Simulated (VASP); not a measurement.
Write the native input for VASP 6.6.1 that does the following.

```
Task                   : relaxation of cell and atoms
Functional             : PBE
Potentials or basis    : VASP PAW PBE potentials, release 64 (C)
Cutoff                 : 600 eV
k mesh                 : 6 × 6 × 16
Occupations            : gaussian, width 0.1 eV
Spin                   : no spin polarisation
Dipole correction      : no
Further INCAR settings : ALGO = Normal; EDIFF = 1e-06; IBRION = 2; EDIFFG = -0.01; NSW = 100; ISIF = 3
```

The structure of C lies in POSCAR:

```
C
1.0
    7.8912276778      0.0000000000      0.0000000000
   -3.9456138389      6.8340036360      0.0000000000
    0.0000000000      0.0000000000      2.4667668967
C
12
Direct
    0.8946831466      0.6968153213      0.7500000000
    0.8021321747      0.6968153213      0.2500000000
    0.1978678253      0.8946831466      0.2500000000
    0.8021321747      0.1053168534      0.7500000000
    0.1053168534      0.8021321747      0.7500000000
    0.6968153213      0.8021321747      0.2500000000
    0.3031846787      0.1053168534      0.2500000000
    0.1978678253      0.3031846787      0.7500000000
    0.1053168534      0.3031846787      0.2500000000
    0.6968153213      0.8946831466      0.7500000000
    0.8946831466      0.1978678253      0.2500000000
    0.3031846787      0.1978678253      0.7500000000
```

The cell was generated, and may not be a known phase.

The input as run:

INCAR

```
PREC = Accurate
ENCUT = 600
EDIFF = 1E-6
ISMEAR = 0
SIGMA = 0.1
LREAL = False
LASPH = True
NELM = 100
ALGO = Normal
ISIF = 3
LWAVE = False
LCHARG = False
GGA = PE
IBRION = 2
NSW = 100
EDIFFG = -0.01
```

KPOINTS

```
regular mesh
0
Gamma
  6 6 16
```

Potentials or basis: VASP PAW PBE potentials, release 64 (C).

Launch:

```bash
$ cat potpaw_PBE.64/C/POTCAR > POTCAR
$ mpirun -np 1 vasp_std > vasp.out
```

It gave:

```
Relaxed volume                        : 10.36 Å³/atom
Relaxed cell                          : a = 7.626 Å, b = 7.626 Å, c = 2.468 Å, α = 90.00°, β = 90.00°, γ = 120.00°
Space group after relaxing (to 0.1 Å) : P6_3/mcm (No. 193)
Energy gained by relaxing             : 0.6 meV/atom
Ionic steps                           : 24
Pressure after relaxing               : 0.0 GPa
Largest force after relaxing          : 0.009 eV/Å
Band gap on the k mesh                : zero (bands 24 and 25 overlap by 0.07 eV)
```

Caveat: this functional lacks dispersion, which binds layers or chains, so the pressure and a relaxed spacing across them are unreliable.

Wall time 72 min on 1 thread of Oxide Virtual Turin-like Processor, on a shared host, peak memory 0.38 GiB.
